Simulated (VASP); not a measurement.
# Co (Fm-3m) in VASP: further runs

Runs on Co. Level: PBE. Tasks: single point.

Program: VASP 6.6.1. These are calculated values, not measurements. Logs are shortened: lines on timing, memory, paths and dates and some standing lists are left out, and cuts for length are marked.

## 1. The cell of the first run

Symmetry: Fm-3m, No. 225, cubic system. Conventional cell: a = 3.628 Å, b = 3.628 Å, c = 3.628 Å, α = 90.00°, β = 90.00°, γ = 90.00°. Co (site symmetry m-3m) has 12 Co at 2.57 Å within 3.4 Å.

## 2. Single point, PBE, collinear spin, ferromagnetic start

The input, INCAR:

```
ALGO = Normal
EDIFF = 1E-7
ENCUT = 520
GGA = PE
ISIF = 2
ISMEAR = -1
ISPIN = 2
LASPH = T
LCHARG = T
LELF = T
LMAXMIX = 4
LORBIT = 11
LREAL = F
LVHAR = T
LWAVE = F
MAGMOM = 2.55
NBANDS = 14
NELM = 150
NUPDOWN = 2.55
PREC = Accurate
SIGMA = 0.1
```

The input, KPOINTS:

```
k-points
0
Gamma
  11 11 11
```

The input, POSCAR:

```
Co
1.0
    0.0000000000      1.8140000000      1.8140000000
    1.8140000000      0.0000000000      1.8140000000
    1.8140000000      1.8140000000      0.0000000000
Co
1
Direct
    0.0000000000      0.0000000000      0.0000000000
```

Potentials or basis: VASP PAW PBE potentials, release 64 (Co).

Run with:

```console
$ cat potpaw_PBE.64/Co/POTCAR > POTCAR
$ mpirun -np 1 vasp_std > vasp.out
```

OUTCAR:

```text
EDIFF = 1E-7
   ENCUT = 520
   GGA = PE
   ISIF = 2
   ISMEAR = -1
   ISPIN = 2
   LASPH = T
   LORBIT = 11
   LREAL = F
   NELM = 150
   NUPDOWN = 2.55
   PREC = Accurate

 ion  position               nearest neighbor table
   1  0.000  0.000  0.000-

  LATTYP: Found a face centered cubic cell.
 ALAT       =     3.6280000000

  Lattice vectors:

 A1 = (   0.0000000000,   1.8140000000,   1.8140000000)
 A2 = (   1.8140000000,   0.0000000000,   1.8140000000)
 A3 = (   1.8140000000,   1.8140000000,   0.0000000000)

Analysis of symmetry for initial positions (statically):
=====================================================================
 Subroutine PRICEL returns:
 Original cell was already a primitive cell.

 Routine SETGRP: Setting up the symmetry group for a
 face centered cubic supercell.

 Subroutine GETGRP returns: Found 48 space group operations
 (whereof 48 operations were pure point group operations)
 out of a pool of 48 trial point group operations.

The static configuration has the point symmetry O_h .

Analysis of symmetry for dynamics (positions and initial velocities):
=====================================================================
 Subroutine PRICEL returns:
 Original cell was already a primitive cell.

 Routine SETGRP: Setting up the symmetry group for a
 face centered cubic supercell.

 Subroutine GETGRP returns: Found 48 space group operations
 (whereof 48 operations were pure point group operations)
 out of a pool of 48 trial point group operations.

The dynamic configuration has the point symmetry O_h .

Analysis of structural, dynamic, and magnetic symmetry:
=====================================================================
 Subroutine PRICEL returns:
 Original cell was already a primitive cell.

 Routine SETGRP: Setting up the symmetry group for a
 face centered cubic supercell.

 Subroutine GETGRP returns: Found 48 space group operations
 (whereof 48 operations were pure point group operations)
 out of a pool of 48 trial point group operations.

The overall configuration has the point symmetry O_h .

 Subroutine INISYM returns: Found 48 space group operations
 (whereof 48 operations are pure point group operations),
 and found     1 'primitive' translations

----------------------------------------------------------------------------------------

                                     Primitive cell

  volume of cell :      11.9383

  direct lattice vectors                    reciprocal lattice vectors
     0.000000000  1.814000000  1.814000000    -0.275633958  0.275633958  0.275633958
     1.814000000  0.000000000  1.814000000     0.275633958 -0.275633958  0.275633958
     1.814000000  1.814000000  0.000000000     0.275633958  0.275633958 -0.275633958

  length of vectors
[... 122 lines left out ...]
  ---------------------------------------------------
  free energy    TOTEN  =        -6.36135321 eV

  energy without entropy =       -6.32513132  energy(sigma->0) =       -6.34324226

 E-fermi :   8.5836     XC(G=0): -12.8977

 val. band max:       11.9340916605   @ k =  -0.4545   0.2727   0.0000
 cond. band min:       8.5882666118   @ k =   0.2727   0.2727   0.0000
 fundamental gap:     -3.3458250487
 Fermi energy:        11.9430415956

 spin component 1

 k-point     1 :       0.0000    0.0000    0.0000
  band No.  band energies     occupation
      1       0.3054      1.00000
      2       5.7980      1.00000
      3       5.7980      1.00000
      4       5.7980      1.00000
      5       6.5328      1.00000
      6       6.5328      1.00000
      7      31.0095      0.00000
      8      34.6096      0.00000
      9      34.6096      0.00000
     10      34.6096      0.00000
     11      37.3485      0.00000
     12      37.3485      0.00000
     13      37.3485      0.00000
     14      40.2979      0.00000
[... 379 lines left out ...]
      3       5.7593      1.00000
      4       6.1595      1.00000
      5       6.3770      1.00000
      6       7.4840      1.00000
      7      23.1217      0.00000
      8      23.8983      0.00000
      9      33.2125      0.00000
     10      34.0670      0.00000
     11      36.0590      0.00000
     12      38.7975      0.00000
     13      39.4721      0.00000
     14      43.0220      0.00000

 [... further k-points ...]

 spin component 2

 k-point     1 :       0.0000    0.0000    0.0000
  band No.  band energies     occupation
      1       0.8814      1.00000
      2       7.9966      0.99718
      3       7.9966      0.99718
      4       7.9967      0.99718
      5       9.3724      0.00037
      6       9.3725      0.00037
      7      31.2486      0.00000
      8      35.4011      0.00000
      9      35.4011      0.00000
     10      35.4011      0.00000
     11      38.2155      0.00000
     12      38.2155      0.00000
     13      38.2155      0.00000
     14      40.5154      0.00000
[... 379 lines left out ...]
      3       8.1322      0.98916
      4       8.6521      0.33516
      5       8.9035      0.03919
      6      10.0390      0.00000
      7      24.1029      0.00000
      8      24.7918      0.00000
      9      33.7482      0.00000
     10      34.9742      0.00000
     11      36.5753      0.00000
     12      39.5737      0.00000
     13      40.5605      0.00000
     14      45.4163      0.00000

 [... further k-points ...]

------------------------ aborting loop because EDIFF is reached ----------------------------------------

  FORCE on cell =-STRESS in cart. coord.  units (eV):
  Direction    XX          YY          ZZ          XY          YZ          ZX
  --------------------------------------------------------------------------------------
  -------------------------------------------------------------------------------------
  Total        0.1211392      0.1211392      0.1211392      0.0000000      0.0000000     -0.0000000
  in kB       16.2574899     16.2574899     16.2574899      0.0000000      0.0000000     -0.0000000
  external PRESSURE =      16.2574899 kB  Pullay stress =       0.0000000 kB

 VOLUME and BASIS-vectors are now :
 -----------------------------------------------------------------------------
  energy-cutoff  :      520.00
  volume of cell :       11.94
      direct lattice vectors                 reciprocal lattice vectors
     0.000000000  1.814000000  1.814000000    -0.275633958  0.275633958  0.275633958
     1.814000000  0.000000000  1.814000000     0.275633958 -0.275633958  0.275633958
     1.814000000  1.814000000  0.000000000     0.275633958  0.275633958 -0.275633958

 POSITION                                       TOTAL-FORCE (eV/Angst)
 -----------------------------------------------------------------------------------
      0.00000      0.00000      0.00000        -0.000000     -0.000000      0.000000
 -----------------------------------------------------------------------------------
    total drift:                                0.000000      0.000000      0.000000

  FREE ENERGIE OF THE ION-ELECTRON SYSTEM (eV)
  ---------------------------------------------------
  free  energy   TOTEN  =        -6.3613532071 eV

  energy  without entropy=       -6.3251313216  energy(sigma->0) =       -6.34324226

 total charge

# of ion       s       p       d       tot
------------------------------------------
    1        0.483   0.536   7.040   8.058

 magnetization (x)

# of ion       s       p       d       tot
------------------------------------------
    1        0.034   0.096   2.343   2.473
```

stdout:

```text
POSCAR found type information on POSCAR Co
 POSCAR found :  1 types and       1 ions
 scaLAPACK will be used
 LDA part: xc-table for (Slater+PW92), standard interpolation
 POSCAR, INCAR and KPOINTS ok, starting setup
 FFT: planning ... GRIDC
 FFT: planning ... GRID_SOFT
 FFT: planning ... GRID
 WAVECAR not read
 entering main loop
```

Wall time 24 s (1 thread of Intel Xeon Platinum 8259CL at 2.50GHz (Skylake/Cascade Lake), shared host); peak memory 0.13 GiB.

What came out:

| Property | Result |
| --- | --- |
| Free energy | -6.3614 eV |
| Pressure | 1.6 GPa |
| Net moment | 2.55 μB per cell |
| Site moments | Co +2.47 μB |
| Valence electrons inside the program's atomic spheres | Co 8.06 |

Caveat: the total moment is fixed, so each spin has its own Fermi level.

## 3. Single point, PBE, collinear spin, ferromagnetic start

The input, INCAR:

```
SYSTEM = Co
PREC = Accurate
ENCUT = 520
EDIFF = 1E-6
ISMEAR = -1
SIGMA = 0.1
LREAL = .False.
LASPH = .True.
NELM = 150
ALGO = Normal
ISIF = 2
LWAVE = .False.
LCHARG = .True.
ISPIN = 2
MAGMOM = 3.4
LORBIT = 11
NUPDOWN = 3.4
LMAXMIX = 4
GGA = PE
LELF = .True.
LVHAR = .True.
NBANDS = 14
```

The input, KPOINTS:

```
regular mesh
0
Gamma
  11 11 11
  0 0 0
```

POSCAR is that of step 2.

Potentials or basis: VASP PAW PBE potentials, release 64 (Co).

Run with:

```console
$ cat potpaw_PBE.64/Co/POTCAR > POTCAR
$ mpirun -np 1 vasp_std > vasp.out
```

It took 27 s on 1 thread of Intel Xeon Platinum 8259CL at 2.50GHz (Skylake/Cascade Lake), shared host; peak memory 0.14 GiB.

The run converged. Its results:

| Quantity | Value |
| --- | --- |
| Free energy | -4.0972 eV |
| Pressure | 37.1 GPa |
| Net moment | 3.40 μB per cell |
| Site moments | Co +3.18 μB |
| Valence electrons inside the program's atomic spheres | Co 8.02 |

Caveat: the total moment is fixed, so each spin has its own Fermi level.
